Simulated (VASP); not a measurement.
# N (P6_3/mmc) in VASP: a series of runs

N is run at these levels: PBE+U; tasks: single point.

All numbers are computed with VASP 6.6.1; they aren't measurements. Logs are shortened: lines on timing, memory, paths and dates and some standing lists are left out, and cuts for length are marked.

### Step 1. The cell of the first run

It takes space group P6_3/mmc (No. 194, hexagonal). The conventional cell has a = 2.519 Å, b = 2.519 Å, c = 2.446 Å, α = 90.00°, β = 90.00°, γ = 120.00°. Within 2.6 Å of N (site symmetry -6m2) lie 14 N at 1.90 to 2.52 Å.

### Step 2. Single point, PBE+U

Input file INCAR:

```
PREC     = Accurate       # precision mode
ENCUT    = 600            # plane-wave cutoff, eV
EDIFF    = 1E-6           # SCF threshold, eV
ISMEAR   = 0              # smearing method
SIGMA    = 0.1            # smearing width, eV
LREAL    = False          # projectors in reciprocal space
LASPH    = True           # aspherical terms in the spheres
NELM     = 200            # most SCF steps
ALGO     = Normal         # electronic algorithm
ISIF     = 2              # what is computed and relaxed
LWAVE    = False          # write WAVECAR
LCHARG   = False          # write CHGCAR
LDAU     = True           # DFT+U
LDAUTYPE = 2            
LDAUL    = 1              # shell
LDAUU    = 1.6            # U, eV
LDAUJ    = 0            
LDAUPRINT= 1            
GGA      = PE             # functional
NBANDS   = 12             # bands
GGA_COMPAT= False
```

Input file KPOINTS:

```
Automatic mesh
0
Gamma
  5 5 5
```

Input file POSCAR:

```
N
1.0
    2.5194737886      0.0000000000      0.0000000000
   -1.2597368943      2.1819283051      0.0000000000
    0.0000000000      0.0000000000      2.4460020000
N
2
Direct
    0.6666666667      0.3333333333      0.2500000000
    0.3333333333      0.6666666667      0.7500000000
```

Potentials or basis: VASP PAW PBE potentials, release 64 (N).

Run with:

```sh
$ cat potpaw_PBE.64/N/POTCAR > POTCAR
$ mpirun -np 1 vasp_std > vasp.out
```

OUTCAR:

```text
PREC = Accurate
   ENCUT = 600
   EDIFF = 1E-6
   ISMEAR = 0
   LREAL = False
   LASPH = True
   NELM = 200
   ISIF = 2
   GGA = PE

 ion  position               nearest neighbor table
   1  0.667  0.333  0.250-
   2  0.333  0.667  0.750-

  LATTYP: Found a hexagonal cell.
 ALAT       =     2.5194737886
 C/A-ratio  =     0.9708384390

  Lattice vectors:

 A1 = (   2.5194737886,   0.0000000000,   0.0000000000)
 A2 = (  -1.2597368943,   2.1819283051,   0.0000000000)
 A3 = (   0.0000000000,   0.0000000000,   2.4460020000)

Analysis of symmetry for initial positions (statically):
=====================================================================
 Subroutine PRICEL returns:
 Original cell was already a primitive cell.

 Routine SETGRP: Setting up the symmetry group for a
 hexagonal supercell.

 Subroutine GETGRP returns: Found 24 space group operations
 (whereof 12 operations were pure point group operations)
 out of a pool of 24 trial point group operations.

The static configuration has the point symmetry D_3d.
 The point group associated with its full space group is D_6h.

Analysis of symmetry for dynamics (positions and initial velocities):
=====================================================================
 Subroutine PRICEL returns:
 Original cell was already a primitive cell.

 Routine SETGRP: Setting up the symmetry group for a
 hexagonal supercell.

 Subroutine GETGRP returns: Found 24 space group operations
 (whereof 12 operations were pure point group operations)
 out of a pool of 24 trial point group operations.

The dynamic configuration has the point symmetry D_3d.
 The point group associated with its full space group is D_6h.

 Subroutine INISYM returns: Found 24 space group operations
 (whereof 12 operations are pure point group operations),
 and found     1 'primitive' translations

----------------------------------------------------------------------------------------

                                     Primitive cell

  volume of cell :      13.4464

  direct lattice vectors                    reciprocal lattice vectors
     2.519473789  0.000000000  0.000000000     0.396908277  0.229155100  0.000000000
    -1.259736894  2.181928305  0.000000000     0.000000000  0.458310201  0.000000000
     0.000000000  0.000000000  2.446002000     0.000000000  0.000000000  0.408830410

  length of vectors
     2.519473789  2.519473789  2.446002000     0.458310201  0.458310201  0.408830410

  position of ions in fractional coordinates (direct lattice)
     0.666666667  0.333333333  0.250000000
     0.333333333  0.666666667  0.750000000

  ion indices of the primitive-cell ions
   primitive index   ion index
                 1           1
                 2           2

----------------------------------------------------------------------------------------

 KPOINTS: Automatic mesh

Automatic generation of k-mesh.
 Grid dimensions read from file:
 generate k-points for:    5    5    5

 Generating k-lattice:

  Cartesian coordinates                     Fractional coordinates (reciprocal lattice)
     0.079381655  0.045831020  0.000000000     0.200000000  0.000000000  0.000000000
     0.000000000  0.091662040  0.000000000     0.000000000  0.200000000  0.000000000
     0.000000000  0.000000000  0.081766082     0.000000000  0.000000000  0.200000000

  Length of vectors
     0.091662040  0.091662040  0.081766082

  Shift w.r.t. Gamma in fractional coordinates (k-lattice)
     0.000000000  0.000000000  0.000000000

 Subroutine IBZKPT returns following result:
 ===========================================

 Found     15 irreducible k-points:

 Following reciprocal coordinates:
            Coordinates               Weight
  0.000000  0.000000  0.000000      1.000000
  0.200000  0.000000  0.000000      6.000000
  0.400000  0.000000  0.000000      6.000000
  0.200000  0.200000  0.000000      6.000000
  0.400000  0.200000  0.000000      6.000000
  0.000000  0.000000  0.200000      2.000000
  0.200000  0.000000  0.200000     12.000000
  0.400000  0.000000  0.200000     12.000000
  0.200000  0.200000  0.200000     12.000000
  0.400000  0.200000  0.200000     12.000000
  0.000000  0.000000  0.400000      2.000000
  0.200000  0.000000  0.400000     12.000000
  0.400000  0.000000  0.400000     12.000000
  0.200000  0.200000  0.400000     12.000000
  0.400000  0.200000  0.400000     12.000000
   k-points           NKPTS =     15   k-points in BZ     NKDIM =     15   number of bands    NBANDS=     12
   number of dos      NEDOS =    301   number of ions     NIONS =      2
   total plane-waves  NPLWV =   8000
   dimension x,y,z NGX =    20 NGY =   20 NGZ =   20
   dimension x,y,z NGXF=    40 NGYF=   40 NGZF=   40
   ions per type =               2
   NGX,Y,Z   is equivalent  to a cutoff of  13.20, 13.20, 13.59 a.u.
   NGXF,Y,Z  is equivalent  to a cutoff of  26.39, 26.39, 27.19 a.u.
 SYSTEM =  unknown system
   PREC   = accura    normal or accurate (medium, high low for compatibility)
   ISTART =      0    job   : 0-new  1-cont  2-samecut
   ICHARG =      2    charge: 1-file 2-atom 10-const
   ISPIN  =      1    spin polarized calculation?
   LNONCOLLINEAR =      F non collinear calculations
   LSORBIT =      F    spin-orbit coupling
   LASPH  =      T    aspherical Exc in radial PAW
   ENCUT  =  600.0 eV  44.10 Ry    6.64 a.u.   5.03  5.03  4.89*2*pi/ulx,y,z
   NELM   =    200;   NELMIN=  2; NELMDL= -5     # of ELM steps
   EDIFF  = 0.1E-05   stopping-criterion for ELM
   LREAL  =      F    real-space projection
[... 7 lines left out ...]
   TEBEG  =    0.0;   TEEND  =   0.0 temperature during run
   PSTRESS=    0.0 pullay stress
   NELECT =      10.0000    total number of electrons
   NUPDOWN=      -1.0000    fix difference up-down
   EMIN   =  10.00;   EMAX   =-10.00  energy-range for DOS
   EFERMI =   0.00;   METHOD = LEGACY
   ISMEAR =     0;   SIGMA  =   0.10  broadening in eV -4-tet -1-fermi 0-gaus
   EFERMI_NEDOS =   21; number of points for ismear=-14 and -15
   IALGO  =     38    algorithm
   IMIX   =      4    mixing-type and parameters
     AMIX     =   0.40;   BMIX     =  1.00
     AMIX_MAG =   1.60;   BMIX_MAG =  1.00
  volume/ion in A,a.u.               =       6.72        45.37
  Fermi-wavevector in a.u.,A,eV,Ry     =   1.483221  2.802881 29.932052  2.199944
  Thomas-Fermi vector in A             =   2.596909
   LORBIT       =      0    0 simple, 1 ext, 2 COOP (PROOUT), +10 PAW based schemes
 LDA+U is selected, type is set to LDAUTYPE =  2
   angular momentum for each species LDAUL =     1
   U (eV)           for each species LDAUU =   1.6
   J (eV)           for each species LDAUJ =   0.0
   GGA     = PE    functional components
   LHFCALC =     F    Hartree Fock is set to
   AEXX    =    0.0000 exact exchange contribution
   IVDW    =     0    specifies the selected vdW correction
   LEPSILON=     F    determine dielectric tensor
   LRPA    =     F    only Hartree local field effects (RPA)
 non-spin polarized calculation
 Gauss-broadening in eV      SIGMA  =   0.10
  energy-cutoff  :      600.00
  volume of cell :       13.45
 maximum number of plane-waves:       453
 NGX is ok and might be reduce to    20
   NGX =  9   NGY =  9   NGZ =  9

 number of electron      10.0000000 magnetization

 Free energy of the ion-electron system (eV)
  ---------------------------------------------------
  ext. energy  EPLUGINS =         0.00000000
  ---------------------------------------------------
  free energy    TOTEN  =        -7.30983134 eV

  energy without entropy =       -7.30488097  energy(sigma->0) =       -7.30735615

 E-fermi :   7.1022     XC(G=0): -13.0485

 val. band max:        7.0716944959   @ k =   0.2000   0.2000   0.4000
 cond. band min:       7.3872984433   @ k =   0.2000   0.0000   0.2000
 fundamental gap:      0.3156039474
 Fermi energy:         7.1022009454

 k-point     1 :       0.0000    0.0000    0.0000
  band No.  band energies     occupation
      1     -15.0438      2.00000
      2       1.2437      2.00000
      3       2.4284      2.00000
      4       4.8350      2.00000
      5       4.8350      2.00000
      6      10.0168      0.00000
      7      10.0168      0.00000
      8      13.4040      0.00000
      9      21.6406      0.00000
     10      25.1601      0.00000
     11      32.4602      0.00000
     12      32.4602      0.00000

 k-point     2 :       0.2000    0.0000    0.0000
  band No.  band energies     occupation
      1     -14.0867      2.00000
      2      -1.3525      2.00000
      3       3.1974      2.00000
      4       3.6661      2.00000
      5       4.9128      2.00000
      6       9.7434      0.00000
      7      11.1130      0.00000
      8      12.2141      0.00000
      9      23.1070      0.00000
     10      24.9355      0.00000
     11      34.0610      0.00000
     12      34.1118      0.00000

 k-point     3 :       0.4000    0.0000    0.0000
  band No.  band energies     occupation
      1     -11.4608      2.00000
      2      -6.0798      2.00000
      3       2.3722      2.00000
      4       4.8628      2.00000
      5       5.1241      2.00000
      6       9.6537      0.00000
      7       9.8055      0.00000
      8      12.1672      0.00000
      9      21.1668      0.00000
     10      29.6520      0.00000
     11      33.7532      0.00000
     12      35.2100      0.00000
[... 151 lines left out ...]
 k-point    14 :       0.2000    0.2000    0.4000
  band No.  band energies     occupation
      1      -9.2067      2.00000
      2      -5.8590      2.00000
      3      -0.1518      2.00000
      4       2.4763      2.00000
      5       4.0902      2.00000
      6       7.0717      1.33384
      7      11.5537      0.00000
      8      12.4736      0.00000
      9      25.4220      0.00000
     10      27.8583      0.00000
     11      33.4653      0.00000
     12      37.0170      0.00000

 k-point    15 :       0.4000    0.2000    0.4000
  band No.  band energies     occupation
      1      -7.0038      2.00000
      2      -5.5349      2.00000
      3      -1.3605      2.00000
      4       0.1635      2.00000
      5       2.5817      2.00000
      6       6.0856      2.00000
      7      12.1593      0.00000
      8      13.0207      0.00000
      9      26.0943      0.00000
     10      28.4296      0.00000
     11      36.3714      0.00000
     12      38.3664      0.00000

------------------------ aborting loop because EDIFF is reached ----------------------------------------

  FORCE on cell =-STRESS in cart. coord.  units (eV):
  Direction    XX          YY          ZZ          XY          YZ          ZX
  --------------------------------------------------------------------------------------
  -------------------------------------------------------------------------------------
  Total        0.8294765      0.8294765      0.4992843     -0.0000000      0.0000000      0.0000000
  in kB       98.8342711     98.8342711     59.4910121     -0.0000000      0.0000000      0.0000000
  external PRESSURE =      85.7198514 kB  Pullay stress =       0.0000000 kB

 VOLUME and BASIS-vectors are now :
 -----------------------------------------------------------------------------
  energy-cutoff  :      600.00
  volume of cell :       13.45
      direct lattice vectors                 reciprocal lattice vectors
     2.519473789  0.000000000  0.000000000     0.396908277  0.229155100  0.000000000
    -1.259736894  2.181928305  0.000000000     0.000000000  0.458310201  0.000000000
     0.000000000  0.000000000  2.446002000     0.000000000  0.000000000  0.408830410

 POSITION                                       TOTAL-FORCE (eV/Angst)
 -----------------------------------------------------------------------------------
      1.25974      0.72731      0.61150         0.000000      0.000000      0.000000
     -0.00000      1.45462      1.83450        -0.000000     -0.000000      0.000000
 -----------------------------------------------------------------------------------
    total drift:                               -0.000000      0.000000      0.000000

  FREE ENERGIE OF THE ION-ELECTRON SYSTEM (eV)
  ---------------------------------------------------
  free  energy   TOTEN  =        -7.3098313407 eV

  energy  without entropy=       -7.3048809688  energy(sigma->0) =       -7.30735615
```

It took 3.1 s on 1 thread of Intel Xeon 8259CL, shared host; peak memory 0.11 GiB.

What came out:

```yaml
Free_energy: -7.3098 eV
Pressure: 8.6 GPa
Band_gap_on_the_k_mesh: zero (bands 5 and 6 overlap by 1.96 eV)
```

Caveat: the k points lie up to 0.58 Å⁻¹ apart, too coarse for converged energies and pressures of a metal; U without spin polarisation on a metal has little footing.

### Step 3. Single point, PBE+U

Input file INCAR:

```
SYSTEM = N
ALGO     = Normal         ! electronic algorithm
EDIFF    = 1E-6           ! SCF threshold, eV
ENCUT    = 600            ! plane-wave cutoff, eV
GGA      = PE             ! functional
GGA_COMPAT= .FALSE.      
ISIF     = 2              ! what is computed and relaxed
ISMEAR   = 0              ! smearing method
ISYM     = 0            
LASPH    = .TRUE.         ! aspherical terms in the spheres
LCHARG   = .FALSE.        ! write CHGCAR
LDAU     = .TRUE.         ! DFT+U
LDAUJ    = 0            
LDAUL    = 1              ! shell
LDAUPRINT= 1            
LDAUTYPE = 2            
LDAUU    = 1.2            ! U, eV
LREAL    = .FALSE.        ! projectors in reciprocal space
LWAVE    = .FALSE.        ! write WAVECAR
NBANDS   = 12             ! bands
NELM     = 200            ! most SCF steps
PREC     = Accurate       ! precision mode
SIGMA    = 0.1            ! smearing width, eV
```

Input file KPOINTS:

```
k-points
0
G
  2 6 5
  0 0 0
```

POSCAR is that of step 2.

Potentials or basis: VASP PAW PBE potentials, release 64 (N).

Run with:

```sh
$ cat potpaw_PBE.64/N/POTCAR > POTCAR
$ mpirun -np 1 vasp_std > vasp.out
```

Run time: 7.6 s. Hardware: 1 thread of Intel Xeon 8259CL, shared host; peak memory 0.12 GiB.

It converged, with:

```yaml
Free_energy: -7.4923 eV
Pressure: 17.7 GPa
Largest_force: 0.836 eV/Å
Band_gap_on_the_k_mesh: zero (bands 5 and 6 overlap by 1.43 eV)
```

Forces on the atoms (eV/Å):
```
N    0.000 -0.836  0.000
N    0.000  0.836  0.000
```

Stress tensor (GPa, compression positive):
```
26.34  0.00  0.00
 0.00  7.21  0.00
 0.00  0.00 19.43
```

Levels at points of the mesh, in eV from the Fermi level:
```
           k point  band 2  band 3  band 4  band 5  band 6  band 7  band 8  band 9
(0.00, 0.00, 0.00)   -5.61   -4.49   -2.09   -2.06    3.11    3.12    6.49   14.74
(0.50, 0.00, 0.00)  -14.32   -4.71   -2.04   -1.19    2.03    2.98    5.40   13.84
(0.00, 0.50, 0.00)  -14.28   -4.73   -2.07   -1.20    2.04    3.02    5.39   13.85
(0.50, 0.50, 0.00)  -14.32   -4.71   -2.04   -1.19    2.03    2.98    5.40   13.84
```

Caveat: the k points lie up to 1.27 Å⁻¹ apart, too coarse for converged energies and pressures of a metal; U without spin polarisation on a metal has little footing.

### Step 4. Single point, PBE+U

Input file INCAR:

```
SYSTEM = N
ALGO     = Normal         ! electronic algorithm
EDIFF    = 1E-6           ! SCF threshold, eV
ENCUT    = 600            ! plane-wave cutoff, eV
GGA      = PE             ! functional
GGA_COMPAT= .False.      
ISIF     = 2              ! what is computed and relaxed
ISMEAR   = 0              ! smearing method
LASPH    = .True.         ! aspherical terms in the spheres
LCHARG   = .False.        ! write CHGCAR
LDAU     = .True.         ! DFT+U
LDAUJ    = 0            
LDAUL    = 1              ! shell
LDAUPRINT= 1            
LDAUTYPE = 2            
LDAUU    = 1.7            ! U, eV
LREAL    = .False.        ! projectors in reciprocal space
LWAVE    = .False.        ! write WAVECAR
NBANDS   = 12             ! bands
NELM     = 200            ! most SCF steps
PREC     = Accurate       ! precision mode
SIGMA    = 0.1            ! smearing width, eV
```

Input file KPOINTS:

```
k-points
0
Gamma
  12 12 10
  0 0 0
```

POSCAR is that of step 3.

Run with:

```sh
$ cat potpaw_PBE.64/N/POTCAR > POTCAR
$ mpirun -np 1 vasp_std > vasp.out
```

It took 18 s on 1 thread of Intel Xeon 8259CL, shared host; peak memory 0.13 GiB.

It converged, with:

| Quantity | Value |
| --- | --- |
| Free energy | -7.1536 eV |
| Pressure | 12.9 GPa |
| Band gap on the k mesh | zero (bands 5 and 6 overlap by 4.74 eV) |

Stress tensor (GPa, compression positive):
```
17.14  0.00  0.00
 0.00 17.14  0.00
 0.00  0.00  4.58
```

Levels at points of the mesh, in eV from the Fermi level:
```csv
k point,band 2,band 3,band 4,band 5,band 6,band 7,band 8,band 9
"(0.00, 0.00, 0.00)",-5.92,-4.72,-2.31,-2.31,2.87,2.87,6.26,14.47
"(0.50, 0.00, 0.00)",-14.59,-4.96,-2.32,-1.42,1.80,2.73,5.15,13.57
"(0.00, 0.00, 0.50)",-17.24,0.63,0.63,0.63,0.63,2.09,2.09,21.62
"(0.50, 0.00, 0.50)",-13.47,-8.59,-8.59,-0.74,-0.74,4.08,4.08,19.27
```

Caveat: the stress differs along the axes, from 5 to 17 GPa; U without spin polarisation on a metal has little footing.

### Step 5. Summary

| U | k mesh | gap on the mesh (eV) | pressure (GPa) |
| --- | --- | --- | --- |
| N p U = 1.6 eV | 5 × 5 × 5 | none | 8.6 |
| N p U = 1.2 eV | 2 × 6 × 5 | none | 17.7 |
| N p U = 1.7 eV | 12 × 12 × 10 | none | 12.9 |

Alike in all rows: task single point; level PBE+U; potentials or basis VASP PAW PBE potentials, release 64 (N); no spin polarisation; cell as given; cutoff (eV) 600; smearing gaussian 0.1 eV.

Caveats: some runs use coarse meshes; U without spin polarisation on a metal has little footing; the stress differs along the axes, from 5 to 17 GPa (at least some runs).

Total energies depend on the potentials used, so only differences within one code and one set of settings carry meaning.

The gap in the log of VASP goes by the Fermi energy; the results here count the filled bands.